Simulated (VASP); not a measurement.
A run of VASP 6.6.1 is set up as follows.

Contents of POSCAR:

```
TaPt2N3
1.0
    2.5692367528     -3.3085359931      0.0000000000
    2.5692367528      3.3085359931      0.0000000000
    0.0000000000      0.0000000000      4.3065100652
Ta Pt N
1 2 3
Direct
    0.5000000000      0.5000000000      0.0000000000
    0.0000000000      0.5000000000      0.5000000000
    0.5000000000      0.0000000000      0.5000000000
    0.2017353880      0.7982646120      0.0000000000
    0.7982646120      0.2017353880      0.0000000000
    0.0000000000      0.0000000000      0.5000000000
```

The input INCAR.step1:

```
SYSTEM = TaPt2N3
  PREC = Accurate
  ENCUT = 520
  ISMEAR = -1
  SIGMA = 0.03
  LREAL = .FALSE.
  LASPH = .TRUE.
  NELM = 80
  NBANDS = 32
  GGA = PE
  ALGO = Normal
  EDIFF = 1E-4
  LWAVE = .TRUE.
  LCHARG = .FALSE.
```

The input INCAR.step2:

```
SYSTEM = TaPt2N3
  PREC = Accurate
  ENCUT = 520
  EDIFF = 1E-7
  ISMEAR = -1
  SIGMA = 0.03
  LREAL = .FALSE.
  LASPH = .TRUE.
  NELM = 80
  ALGO = Normal
  ISIF = 2
  LWAVE = .FALSE.
  LCHARG = .FALSE.
  METAGGA = R2SCAN
  LMIXTAU = .TRUE.
  LUSE_VDW = .TRUE.
  IVDW_NL = 2
  BPARAM = 11.95
  CPARAM = 0.0093
  NBANDS = 32
  ISTART = 1
```

KPOINTS

```
regular mesh
0
G
  6 6 6
  0 0 0
```

Potentials or basis: VASP PAW PBE potentials, release 64 (Ta_pv, Pt, N).

Command:

```sh
$ cat potpaw_PBE.64/Ta_pv/POTCAR potpaw_PBE.64/Pt/POTCAR potpaw_PBE.64/N/POTCAR > POTCAR
$ cp INCAR.step1 INCAR
$ mpirun -np 1 vasp_std > vasp.out
$ cp INCAR.step2 INCAR
$ mpirun -np 1 vasp_std > vasp.out
```

**Question.** Estimate the largest force.

**Answer.** 0.104 eV/Å.

**Question.** Predict the pressure.

**Answer.** 1.5 GPa.

**Question.** Predict the band gap on the k mesh.

**Answer.** Zero (bands 23 and 24 overlap by 1.31 eV).

Stress tensor (GPa, compression positive):
```
1.52 0.00 0.00
0.00 2.15 0.00
0.00 0.00 0.98
```

Caveat: the PAW data sets were made with another functional, which shifts forces and pressure a little; spin-orbit coupling is left out, which moves the levels of the heavy elements.
